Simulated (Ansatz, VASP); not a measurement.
**Nb in VASP and in Ansatz**

```xyz
2
Lattice="0.0000 2.9390 2.9390 2.9390 0.0000 2.9390 2.9390 2.9390 0.0000" Properties=species:S:1:pos:R:3 pbc="T T T"
Nb    0.7348    0.7348    0.7348
Nb    5.1433    5.1433    5.1433
```

Alike in both runs: task single point; functional BLYP; k mesh 10 × 10 × 10; occupations fermi-dirac, width 0.1 eV; no spin polarisation.

```csv
,VASP,Ansatz
version,VASP 6.6.1,Ansatz 0.2.0
potentials or method,"VASP PAW PBE potentials, release 64 (Nb_sv), cutoff 520 eV","plane waves (420 eV) with PAW, scalar-relativistic"
valence electrons in the cell,26,26
```

|  | VASP | Ansatz | Ansatz less VASP |
| --- | --- | --- | --- |
| pressure (GPa) | 5.7 | 5.7 | +0.02 |

VASP's potentials were made for PBE, not for BLYP.
